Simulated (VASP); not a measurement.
Wanted: the native input for a VASP 6.6.1 run.

| Quantity | Value |
| --- | --- |
| Task | single point |
| Functional | LDA |
| Potentials or basis | VASP PAW LDA potentials, release 64 (P) |
| Cutoff | 520 eV |
| k mesh | 9 × 9 × 9 |
| Occupations | fermi-dirac, width 0.05 eV |
| Spin | no spin polarisation |
| Dipole correction | no |
| Further INCAR settings | ALGO = Normal; EDIFF = 1e-06; NBANDS = 12 |

The structure of P lies in POSCAR:

```
P
1.0
    1.7484346925      1.0094592404      3.1708647352
   -1.7484346925      1.0094592404      3.1708647352
    0.0000000000     -2.0189184807      3.1708647352
P
2
Direct
    0.7729197500      0.7729197500      0.7729197500
    0.2270802500      0.2270802500      0.2270802500
```

This cell differs from its parent crystal: volume scaled by 1.04.

One way to write it, as run:

INCAR

```
  ALGO = Normal
  EDIFF = 1E-6
  ENCUT = 520
  ISIF = 2
  ISMEAR = -1
  LASPH = T
  LCHARG = F
  LREAL = F
  LWAVE = F
  NBANDS = 12
  NELM = 60
  PREC = Accurate
  SIGMA = 0.05
```

KPOINTS

```
k-points
0
Gamma
  9 9 9
```

Potentials or basis: VASP PAW LDA potentials, release 64 (P).

Run with:

```console
$ cat potpaw_LDA.64/P/POTCAR > POTCAR
$ mpirun -np 1 vasp_std > vasp.out
```

Results of the run:

The pressure is -6.3 GPa and the largest force is 0.096 eV/Å. The band gap on the k mesh is zero (band 5 reaches 8.81 eV, above the bottom of band 6 at 8.17 eV).

Run time: 27 s on 1 thread of Intel(R) Xeon(R) Platinum 8259CL CPU @ 2.50GHz (Skylake/Cascade Lake), on a shared host, peak memory 0.14 GiB.
